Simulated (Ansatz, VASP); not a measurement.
HfO2 in VASP and in Ansatz

```
Hf O
1.0
     0.00000    2.51120    2.51120
     2.51120    0.00000    2.51120
     2.51120    2.51120    0.00000
Hf O
1 2
Direct
  0.00000 0.00000 0.00000
  0.25000 0.25000 0.25000
  0.75000 0.75000 0.75000
```

Alike in both runs: task single point; functional PBE; dispersion D4; k mesh 6 × 6 × 6; no spin polarisation.

|  | VASP | Ansatz |
| --- | --- | --- |
| version | VASP 6.6.1 | Ansatz 0.2.0 |
| potentials or method | VASP PAW PBE potentials, release 64 (Hf_pv, O), cutoff 520 eV | plane waves, PAW |
| occupations | gaussian, width 0.01 eV | fixed |
| valence electrons in the cell | 22 | 38 |

|  | VASP | Ansatz | Ansatz less VASP |
| --- | --- | --- | --- |
| pressure (GPa) | 4.4 | 8.4 | +4.00 |

VASP's potentials hold 22 valence electrons a cell and Ansatz's 38, so a difference there can come from the potentials and not from the codes.

Neither program's run includes spin-orbit coupling.
